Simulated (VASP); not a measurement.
The system is SrO.

```xyz
2
Lattice="0.0000 2.5614 2.5614 2.5614 0.0000 2.5614 2.5614 2.5614 0.0000" Properties=species:S:1:pos:R:3 pbc="T T T"
Sr    0.0000    0.0000    0.0000
O     2.5614    2.5614    2.5614
```

Base run:

```yaml
Program: VASP 6.6.1
Functional: r2SCAN
Potentials_or_basis: VASP PAW PBE potentials, release 64 (Sr_sv, O)
Cutoff: 520 eV
k_mesh: 8 × 8 × 8
Occupations: fermi-dirac, width 0.05 eV
Spin: no spin polarisation
```

Its results: band gap on the k mesh 3.74 eV, indirect (least direct gap 3.81 eV); pressure 2.7 GPa.

Problem. The run is repeated on the same cell with these changes: functional from r2SCAN to LDA; potentials or basis from VASP PAW PBE potentials, release 64 (Sr_sv, O) to VASP PAW LDA potentials, release 64 (Sr_sv, O); cutoff from 520 eV to 600 eV. What comes out?

Solution. Band gap on the k mesh 3.09 eV, indirect (least direct gap 3.17 eV); pressure -2.7 GPa.

Caveats: the PAW data sets were made with another functional, which shifts forces and pressure a little (some runs).

A k mesh can miss the band edges.
